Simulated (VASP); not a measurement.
Set up this calculation in VASP 6.6.1, as the native input.

```yaml
Task: relaxation of cell and atoms
Functional: PBE
Potentials_or_basis: VASP PAW PBE potentials, release 64 (Al, As)
Cutoff: 600 eV
k_mesh: 6 × 6 × 6
Occupations: gaussian, width 0.1 eV
Spin: no spin polarisation
Dipole_correction: no
Further_INCAR_settings: ALGO = Normal; EDIFF = 1e-06; IBRION = 2; EDIFFG = -0.01; NSW = 100; ISIF = 3
```

The structure of Al2As5 lies in POSCAR:

```
Al2As5
1.0
    4.4893001044     -3.7527149581      0.0000000000
    4.4893001044      3.7527149581      0.0000000000
   -1.3586998707      0.0000000000      4.9825091117
Al As
2 5
Direct
    0.2223920232      0.2223920232      0.4219056210
    0.7776079768      0.7776079768      0.5780943790
    0.0000000000      0.0000000000      0.0000000000
    0.8799863255      0.3517769609      0.6880761401
    0.6482230391      0.1200136745      0.3119238599
    0.1200136745      0.6482230391      0.3119238599
    0.3517769609      0.8799863255      0.6880761401
```

The cell was built from a structure type or drawn by symmetry, and may not be a known phase.

These files were run (other wordings do the same):

INCAR

```
  PREC = Accurate
  ENCUT = 600
  EDIFF = 1E-6
  ISMEAR = 0
  SIGMA = 0.1
  LREAL = False
  LASPH = True
  NELM = 60
  ALGO = Normal
  ISIF = 3
  LWAVE = False
  LCHARG = False
  GGA = PE
  IBRION = 2
  NSW = 100
  EDIFFG = -0.01
```

KPOINTS

```
Automatic mesh
0
Gamma
  6 6 6
```

Potentials or basis: VASP PAW PBE potentials, release 64 (Al, As).

Run with:

```bash
$ cat potpaw_PBE.64/Al/POTCAR potpaw_PBE.64/As/POTCAR > POTCAR
$ mpirun -np 1 vasp_std > vasp.out
```

Results of the run:

| Item | Value |
| --- | --- |
| Relaxed volume | 24.30 Å³/atom |
| Relaxed cell | a = 5.849 Å, b = 5.849 Å, c = 5.139 Å, α = 99.48°, β = 99.48°, γ = 82.57° |
| Space group after relaxing (to 0.1 Å) | C2/m (No. 12) |
| Energy gained by relaxing | 6.5 meV/atom |
| Ionic steps | 21 |
| Pressure after relaxing | 0.0 GPa |
| Largest force after relaxing | 0.008 eV/Å |
| Band gap on the k mesh | zero (an odd number of electrons rules out a gap without spin polarisation) |

Run time: 28 min on 1 thread of Intel(R) Xeon(R) Platinum 8488C (Sapphire Rapids) (shared host), peak memory 0.47 GiB.
